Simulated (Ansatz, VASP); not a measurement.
# One calculation of GaN, two programs

```
CELL_PARAMETERS angstrom
0.00000 2.31961 1.80929
2.31961 0.00000 1.80929
2.31961 2.31961 0.00000
ATOMIC_POSITIONS crystal
Ga 0.00000 0.00000 0.00000
N 0.50000 0.50000 0.50000
```

Alike in both runs: task single point; functional r2SCAN; k mesh 12 × 12 × 12; occupations gaussian, width 0.05 eV; no spin polarisation.

```csv
,VASP,Ansatz
version,VASP 6.6.1,Ansatz 0.2.0
potentials or method,"VASP PAW PBE potentials, release 64 (Ga_d, N), cutoff 520 eV","scalar-relativistic, plane waves, PAW"
valence electrons in the cell,18,18
```

VASP gave:

- gap on the k mesh at the Fermi level (eV): 0.95
- least direct gap on the mesh (eV): 2.91
- pressure (GPa): 17.4
- traceless stress, the component that is largest in VASP (GPa): 40.90

Problem. What did Ansatz give for the same quantities?

Solution. gap on the k mesh at the Fermi level (eV): 0.97; least direct gap on the mesh (eV): 2.88; pressure (GPa): 16.0; traceless stress, the component that is largest in VASP (GPa): 38.90.

VASP's potentials were made for PBE, not for r2SCAN.
